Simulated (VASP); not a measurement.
# FeSi (Pm-3m) in VASP: a series of runs

The runs below take FeSi through single point, with r2SCAN.

Program: VASP 6.6.1. These are calculated values, not measurements. Logs are shortened: lines on timing, memory, paths and dates and some standing lists are left out, and cuts for length are marked.

### 1 The cell of the first run

The structure is cubic, space group Pm-3m (No. 221). The conventional cell has a = 2.652 Å, b = 2.652 Å, c = 2.652 Å, α = 90.00°, β = 90.00°, γ = 90.00°. Within 3.0 Å of Fe (site symmetry m-3m) lie 8 Si at 2.30 Å and 6 Fe at 2.65 Å. Si (site symmetry m-3m) has 8 Fe at 2.30 Å and 6 Si at 2.65 Å within 3.0 Å.

### 2 Single point, r2SCAN (volume scaled by 0.920)

File POSCAR:

```
FeSi
1.0
    2.6522784834      0.0000000000      0.0000000000
    0.0000000000      2.6522784834      0.0000000000
    0.0000000000      0.0000000000      2.6522784834
Fe Si
1 1
Direct
    0.0000000000      0.0000000000      0.0000000000
    0.5000000000      0.5000000000      0.5000000000
```

File INCAR.step1:

```
PREC = Accurate
ENCUT = 520
ISMEAR = 0
SIGMA = 0.05
LREAL = False
LASPH = True
NELM = 100
NBANDS = 13
GGA = PE
ALGO = Normal
EDIFF = 1E-4
LWAVE = True
LCHARG = False
```

File INCAR.step2:

```
PREC = Accurate
ENCUT = 520
EDIFF = 1E-6
ISMEAR = 0
SIGMA = 0.05
LREAL = False
LASPH = True
NELM = 100
ALGO = Normal
ISIF = 2
LWAVE = False
LCHARG = False
METAGGA = R2SCAN
LMIXTAU = True
NBANDS = 13
ISTART = 1
```

File KPOINTS:

```
regular mesh
0
Gamma
  16 16 16
```

Potentials or basis: VASP PAW PBE potentials, release 64 (Fe, Si).

Command:

```bash
$ cat potpaw_PBE.64/Fe/POTCAR potpaw_PBE.64/Si/POTCAR > POTCAR
$ cp INCAR.step1 INCAR
$ mpirun -np 1 vasp_std > vasp.out
$ cp INCAR.step2 INCAR
$ mpirun -np 1 vasp_std > vasp.out
```

OUTCAR:

```text
PREC = Accurate
   ENCUT = 520
   EDIFF = 1E-6
   ISMEAR = 0
   LREAL = False
   LASPH = True
   NELM = 100
   ISIF = 2
   METAGGA = R2SCAN
   ISTART = 1

 ion  position               nearest neighbor table
   1  0.000  0.000  0.000-   2 2.30   2 2.30   2 2.30   2 2.30   2 2.30   2 2.30   2 2.30   2 2.30

   2  0.500  0.500  0.500-   1 2.30   1 2.30   1 2.30   1 2.30   1 2.30   1 2.30   1 2.30   1 2.30

  LATTYP: Found a simple cubic cell.
 ALAT       =     2.6522784834

  Lattice vectors:

 A1 = (   2.6522784834,   0.0000000000,   0.0000000000)
 A2 = (   0.0000000000,   2.6522784834,   0.0000000000)
 A3 = (   0.0000000000,   0.0000000000,   2.6522784834)

Analysis of symmetry for initial positions (statically):
=====================================================================
 Subroutine PRICEL returns:
 Original cell was already a primitive cell.

 Routine SETGRP: Setting up the symmetry group for a
 simple cubic supercell.

 Subroutine GETGRP returns: Found 48 space group operations
 (whereof 48 operations were pure point group operations)
 out of a pool of 48 trial point group operations.

The static configuration has the point symmetry O_h .

Analysis of symmetry for dynamics (positions and initial velocities):
=====================================================================
 Subroutine PRICEL returns:
 Original cell was already a primitive cell.

 Routine SETGRP: Setting up the symmetry group for a
 simple cubic supercell.

 Subroutine GETGRP returns: Found 48 space group operations
 (whereof 48 operations were pure point group operations)
 out of a pool of 48 trial point group operations.

The dynamic configuration has the point symmetry O_h .

 Subroutine INISYM returns: Found 48 space group operations
 (whereof 48 operations are pure point group operations),
 and found     1 'primitive' translations

----------------------------------------------------------------------------------------

                                     Primitive cell

  volume of cell :      18.6577

  direct lattice vectors                    reciprocal lattice vectors
     2.652278483  0.000000000  0.000000000     0.377034315  0.000000000  0.000000000
     0.000000000  2.652278483  0.000000000     0.000000000  0.377034315  0.000000000
     0.000000000  0.000000000  2.652278483     0.000000000  0.000000000  0.377034315

  length of vectors
     2.652278483  2.652278483  2.652278483     0.377034315  0.377034315  0.377034315

  position of ions in fractional coordinates (direct lattice)
     0.000000000  0.000000000  0.000000000
     0.500000000  0.500000000  0.500000000
[... 83 lines left out ...]
   ISIF   =      2    stress and relaxation
   ISYM   =      2    0-nonsym 1-usesym 2-fastsym
   POTIM  = 0.5000    time-step for ionic-motion
   TEBEG  =    0.0;   TEEND  =   0.0 temperature during run
   PSTRESS=    0.0 pullay stress
   NELECT =      12.0000    total number of electrons
   NUPDOWN=      -1.0000    fix difference up-down
   EMIN   =  10.00;   EMAX   =-10.00  energy-range for DOS
   EFERMI =   0.00;   METHOD = LEGACY
   ISMEAR =     0;   SIGMA  =   0.05  broadening in eV -4-tet -1-fermi 0-gaus
   EFERMI_NEDOS =   21; number of points for ismear=-14 and -15
   IALGO  =     38    algorithm
   IMIX   =      4    mixing-type and parameters
     AMIX     =   0.40;   BMIX     =  1.00
     AMIX_MAG =   1.60;   BMIX_MAG =  1.00
  volume/ion in A,a.u.               =       9.33        62.95
  Fermi-wavevector in a.u.,A,eV,Ry     =   1.413132  2.670433 27.170054  1.996943
  Thomas-Fermi vector in A             =   2.534809
   LORBIT       =      0    0 simple, 1 ext, 2 COOP (PROOUT), +10 PAW based schemes
   METAGGA = R2SCAN    functional components
   LHFCALC =     F    Hartree Fock is set to
   AEXX    =    0.0000 exact exchange contribution
   IVDW    =     0    specifies the selected vdW correction
   LEPSILON=     F    determine dielectric tensor
   LRPA    =     F    only Hartree local field effects (RPA)
 non-spin polarized calculation
 Gauss-broadening in eV      SIGMA  =   0.05
  energy-cutoff  :      520.00
  volume of cell :       18.66
 maximum number of plane-waves:       520
 NGX is ok and might be reduce to    20
   NGX =  9   NGY =  9   NGZ =  9

 number of electron      12.0000007 magnetization

 Free energy of the ion-electron system (eV)
  ---------------------------------------------------
  ext. energy  EPLUGINS =         0.00000000
  ---------------------------------------------------
  free energy    TOTEN  =       -23.55192558 eV

  energy without entropy =      -23.55111765  energy(sigma->0) =      -23.55152162

 E-fermi :  13.0123     XC(G=0): -14.7885

 val. band max:       13.0038106709   @ k =   0.5000   0.5000   0.1250
 cond. band min:      13.0135731114   @ k =   0.5000   0.4375   0.0000
 fundamental gap:      0.0097624405
 Fermi energy:        13.0122762642

 k-point     1 :       0.0000    0.0000    0.0000
  band No.  band energies     occupation
      1      -3.4127      2.00000
      2       8.0853      2.00000
      3       8.0853      2.00000
      4      11.5855      2.00000
      5      11.5855      2.00000
      6      11.5855      2.00000
      7      16.7166      0.00000
      8      16.7166      0.00000
      9      16.7166      0.00000
     10      21.5575      0.00000
     11      21.5575      0.00000
     12      29.7105      0.00000
     13      35.3448      0.00000
[... 354 lines left out ...]
  band No.  band energies     occupation
      1       1.4688      2.00000
      2       2.9009      2.00000
      3       9.3603      2.00000
      4       9.4033      2.00000
      5       9.8321      2.00000
      6      11.5655      2.00000
      7      13.3767      0.00000
      8      18.7713      0.00000
      9      21.6715      0.00000
     10      23.2234      0.00000
     11      23.4429      0.00000
     12      24.3304      0.00000
     13      29.3851      0.00000

 [... further k-points ...]
[... 5 lines left out ...]
  --------------------------------------------------------------------------------------
  -------------------------------------------------------------------------------------
  Total        3.2674378      3.2674378      3.2674378     -0.0000000     -0.0000000     -0.0000000
  in kB      280.5824797    280.5824797    280.5824797     -0.0000000     -0.0000000     -0.0000000
  external PRESSURE =     280.5824797 kB  Pullay stress =       0.0000000 kB

 VOLUME and BASIS-vectors are now :
 -----------------------------------------------------------------------------
  energy-cutoff  :      520.00
  volume of cell :       18.66
      direct lattice vectors                 reciprocal lattice vectors
     2.652278483  0.000000000  0.000000000     0.377034315  0.000000000  0.000000000
     0.000000000  2.652278483  0.000000000     0.000000000  0.377034315  0.000000000
     0.000000000  0.000000000  2.652278483     0.000000000  0.000000000  0.377034315

 POSITION                                       TOTAL-FORCE (eV/Angst)
 -----------------------------------------------------------------------------------
      0.00000      0.00000      0.00000         0.000000      0.000000      0.000000
      1.32614      1.32614      1.32614         0.000000      0.000000      0.000000
 -----------------------------------------------------------------------------------
    total drift:                               -0.000000      0.000000      0.000000

  FREE ENERGIE OF THE ION-ELECTRON SYSTEM (eV)
  ---------------------------------------------------
  free  energy   TOTEN  =       -23.5519255837 eV

  energy  without entropy=      -23.5511176526  energy(sigma->0) =      -23.55152162
```

OUTCAR.step1:

```text
PREC = Accurate
   ENCUT = 520
   ISMEAR = 0
   LREAL = False
   LASPH = True
[... 607 lines left out ...]
      0.00000      0.00000      0.00000         0.000000      0.000000      0.000000
      1.32614      1.32614      1.32614         0.000000      0.000000      0.000000
 -----------------------------------------------------------------------------------
    total drift:                               -0.000000      0.000000      0.000000

  FREE ENERGIE OF THE ION-ELECTRON SYSTEM (eV)
  ---------------------------------------------------
  free  energy   TOTEN  =       -14.4068435845 eV

  energy  without entropy=      -14.4059247890  energy(sigma->0) =      -14.40638419
```

Wall time 45 s (1 thread of Intel Xeon 6975P-C (Granite Rapids), shared host); peak memory 0.16 GiB.

Results:

* Free energy: -23.5519 eV
* Pressure: 28.1 GPa
* Band gap on the k mesh: zero (band 6 reaches 13.31 eV, above the bottom of band 7 at 12.99 eV)

Caveat: the PAW data sets were made with another functional, which shifts forces and pressure a little.

[end of part 1 of 3]
